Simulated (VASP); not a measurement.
La3AlP:

```
Al P La
1.0
     5.55000    0.00000    0.00000
     0.00000    5.55000    0.00000
     0.00000    0.00000    5.55000
Al P La
1 1 3
Direct
  0.00000 0.00000 0.00000
  0.50000 0.50000 0.50000
  0.50000 0.50000 0.00000
  0.00000 0.50000 0.50000
  0.50000 0.00000 0.50000
```

| Property | Result |
| --- | --- |
| Program | VASP 6.6.1 |
| Task | relaxation of cell and atoms |
| Functional | LDA |
| Potentials or basis | VASP PAW LDA potentials, release 64 (Al, P, La) |
| Cutoff | 600 eV |
| k mesh | 5 × 5 × 5 |
| Occupations | gaussian, width 0.05 eV |
| Spin | no spin polarisation |

At the start: pressure -2.4 GPa; volume 34.19 Å³/atom.

Question: How do energy, volume and symmetry change on relaxing?

Answer: Over 3 steps the energy falls by 12.8 meV/atom and the volume is 32.56 Å³/atom (-4.8 %); space group Pm-3m (No. 221, to 0.1 Å) before and after.

The path:
| step | energy change (eV) | largest force (eV/Å) | pressure (GPa) | volume (Å³) |
| --- | --- | --- | --- | --- |
| 1 | 0.0000 | 0.0000 | -2.42 | 170.95 |
| 2 | -0.0440 | 0.0000 | 1.55 | 158.50 |
| 3 | -0.0642 | 0.0000 | -0.01 | 162.80 |

Final structure:
```
Al P La
1.0
     5.46030    0.00000    0.00000
     0.00000    5.46030    0.00000
     0.00000    0.00000    5.46030
Al P La
1 1 3
Direct
  0.00000 0.00000 0.00000
  0.50000 0.50000 0.50000
  0.50000 0.50000 0.00000
  0.00000 0.50000 0.50000
  0.50000 0.00000 0.50000
```
